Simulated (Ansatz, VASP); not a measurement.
## Yb: VASP beside Ansatz

INCAR

```
ALGO = Fast
EDIFF = 1E-6
ENCUT = 520
GGA = PE
ISIF = 2
ISMEAR = 0
LASPH = T
LCHARG = F
LREAL = F
LWAVE = F
NBANDS = 18
NELM = 80
PREC = Accurate
SIGMA = 0.15
```

Contents of KPOINTS:

```
k-points
0
Gamma
  14 14 14
```

File POSCAR:

```
Yb
1.0
    0.0000000000      2.6117894455      2.3244926065
    2.6117894455      0.0000000000      2.3244926065
    2.6117894455      2.6117894455      0.0000000000
Yb
1
Direct
    0.0000000000      0.0000000000      0.0000000000
```

Input for Ansatz:

```yaml
crystal:
  lattice:
    - [0.0, 2.6117894455, 2.3244926065]
    - [2.6117894455, 0.0, 2.3244926065]
    - [2.6117894455, 2.6117894455, 0.0]
  atoms:
    - { symbol: Yb, position: [0.0, 0.0, 0.0] }
basis:
  ecutwfc: 420
kpoints:
  mp_grid: { grid: [14, 14, 14] }
hamiltonian:
  xc: pbe
scf:
  occupations: { method: gaussian, width: 0.15 }
output:
  forces: true
  stress: true
  eigenvalues: true
  write_density: true
  write_potential: true
  elf: true
  volumetric_format: npy
```

Change from the starting cell: engineering shear strain xz +0.0000, normal strain along z -0.1100.

Alike in both runs: task single point; functional PBE; k mesh 14 × 14 × 14; occupations gaussian, width 0.15 eV; no spin polarisation.

```csv
,VASP,Ansatz
version,VASP 6.6.1,Ansatz 0.2.0
potentials or method,"VASP PAW PBE potentials, release 64 (Yb), cutoff 520 eV","scalar-relativistic, plane waves, PAW"
valence electrons in the cell,24,24
```

|  | VASP | Ansatz | Ansatz less VASP |
| --- | --- | --- | --- |
| gap on the k mesh at the Fermi level (eV) | none | none | - |
| pressure (GPa) | 2.2 | 2.5 | +0.28 |
| traceless stress, the component that is largest in VASP (GPa) | -0.35 | -0.34 | +0.006 |

A gap of «none» marks a metal or a gap that the smearing closes. With one functional, cell and mesh, what is left measures potentials, basis and numerics.

Spin-orbit coupling is off throughout.
